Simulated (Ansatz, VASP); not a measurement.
## Two plane-wave programs on Zr3AlN4

Contents of INCAR:

```
  ALGO = Fast
  EDIFF = 1E-6
  EDIFFG = -0.01
  ENCUT = 600
  GGA = PE
  IBRION = 2
  ISIF = 3
  ISMEAR = 0
  LASPH = True
  LCHARG = False
  LREAL = False
  LWAVE = False
  NELM = 80
  NSW = 100
  PREC = Accurate
  SIGMA = 0.1
```

KPOINTS

```
k-points
0
Gamma
  12 12 12
```

Contents of POSCAR:

```
Zr3AlN4
1.0
   -2.2644209019      2.2644209019      4.4766909694
    2.2644209019     -2.2644209019      4.4766909694
    2.2644209019      2.2644209019     -4.4766909694
Zr Al N
3 1 4
Direct
    0.2500000000      0.7500000000      0.5000000000
    0.7500000000      0.2500000000      0.5000000000
    0.0000000000      0.0000000000      0.0000000000
    0.5000000000      0.5000000000      0.0000000000
    0.5000000000      0.0000000000      0.5000000000
    0.0000000000      0.5000000000      0.5000000000
    0.2747099207      0.2747099207      0.0000000000
    0.7252900793      0.7252900793      0.0000000000
```

Input for Ansatz:

```yaml
crystal:
  lattice:
    - [-2.2644209019, 2.2644209019, 4.4766909694]
    - [2.2644209019, -2.2644209019, 4.4766909694]
    - [2.2644209019, 2.2644209019, -4.4766909694]
  atoms:
    - { symbol: Zr, position: [0.25, 0.75, 0.5] }
    - { symbol: Zr, position: [0.75, 0.25, 0.5] }
    - { symbol: Zr, position: [0.0, 0.0, 0.0] }
    - { symbol: Al, position: [0.5, 0.5, 0.0] }
    - { symbol: "N", position: [0.5, 0.0, 0.5] }
    - { symbol: "N", position: [0.0, 0.5, 0.5] }
    - { symbol: "N", position: [0.2747099207, 0.2747099207, 0.0] }
    - { symbol: "N", position: [0.7252900793, 0.7252900793, 0.0] }
basis:
  ecutwfc: 420
kpoints:
  mp_grid: { grid: [12, 12, 12] }
hamiltonian:
  xc: pbe
scf:
  occupations: { method: gaussian, width: 0.1 }
output:
  forces: true
  stress: true
  eigenvalues: true
relax:
  adjacent_minimum: "off"
  f_tol: 0.01
  max_steps: 80
  cell: { stress_tol: 0.05 }
```

Alike in both runs: task relaxation of cell and atoms; functional PBE; k mesh 12 × 12 × 12; occupations gaussian, width 0.1 eV; no spin polarisation.

|  | VASP | Ansatz |
| --- | --- | --- |
| version | VASP 6.6.1 | Ansatz 0.2.0 |
| potentials or method | VASP PAW PBE potentials, release 64 (Zr_sv, Al, N), cutoff 600 eV | scalar-relativistic, plane waves, PAW |
| valence electrons in the cell | 59 | 59 |

VASP gave:

| Quantity | Value |
| --- | --- |
| gap on the k mesh at the Fermi level, each at its own relaxed structure (eV) | none |
| relaxed volume (Å³/atom) | 11.46 |
| relaxed length of the cell vector where the two differ most in proportion (Å) | 5.501 |

**Question.** Which values does Ansatz return?

**Answer.** gap on the k mesh at the Fermi level, each at its own relaxed structure (eV): none; relaxed volume (Å³/atom): 11.46; relaxed length of the cell vector where the two differ most in proportion (Å): 5.502.

A gap of «none» marks a metal or a gap that the smearing closes.
